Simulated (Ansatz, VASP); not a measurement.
HgTe: VASP beside Ansatz

```xyz
2
Lattice="0.0000 3.1871 3.1871 3.1871 0.0000 3.1871 3.1871 3.1871 0.0000" Properties=species:S:1:pos:R:3 pbc="T T T"
Hg    0.0000    0.0000    0.0000
Te    1.5936    1.5936    1.5936
```

Change from the starting cell: volume scaled by 0.88, LAPW.

Alike in both runs: task single point; functional PBE; k mesh 11 × 11 × 11; occupations fermi-dirac, width 0.05 eV; no spin polarisation.

|  | VASP | Ansatz |
| --- | --- | --- |
| version | VASP 6.6.1 | Ansatz 0.2.0 |
| potentials or method | VASP PAW PBE potentials, release 64 (Hg, Te), cutoff 520 eV | all-electron LAPW, scalar-relativistic |

Ansatz gave:

| Property | Result |
| --- | --- |
| pressure (GPa) | 6.1 |

Task: Which values does VASP return?

Result: Pressure (GPa): 6.2.

Ansatz ran all-electron here, and VASP with PAW potentials.

Neither program's run includes spin-orbit coupling.
